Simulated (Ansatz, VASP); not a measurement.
## One calculation of TaAs, two programs

```
CELL_PARAMETERS angstrom
0.00000 2.60345 2.60345
2.60345 0.00000 2.60345
2.60345 2.60345 0.00000
ATOMIC_POSITIONS crystal
Ta 0.50000 0.50000 0.50000
As 0.00000 0.00000 0.00000
```

Alike in both runs: functional PBEsol; k mesh 8 × 8 × 8; occupations gaussian, width 0.1 eV; no spin polarisation.

Ansatz relaxed the structure, and its values are those at the end. VASP's run is a single point on that final structure, the one shown.

```csv
,VASP,Ansatz
version,VASP 6.6.1,Ansatz 0.2.0
potentials or method,"VASP PAW PBE potentials, release 64 (Ta_pv, As), cutoff 500 eV","scalar-relativistic, plane waves, PAW"
valence electrons in the cell,16,28
```

|  | VASP | Ansatz | Ansatz less VASP |
| --- | --- | --- | --- |
| gap on the k mesh at the Fermi level (eV) | none | none | - |
| pressure (GPa) | 0.7 | 0.0 | -0.65 |

VASP's potentials were made for PBE, not for PBEsol. A gap of «none» marks a metal or a gap that the smearing closes. The functional is the same, so the differences come from potentials, cutoffs and numerics. VASP's potentials hold 16 valence electrons a cell and Ansatz's 28, so a difference there can come from the potentials and not from the codes.

Neither program's run includes spin-orbit coupling.
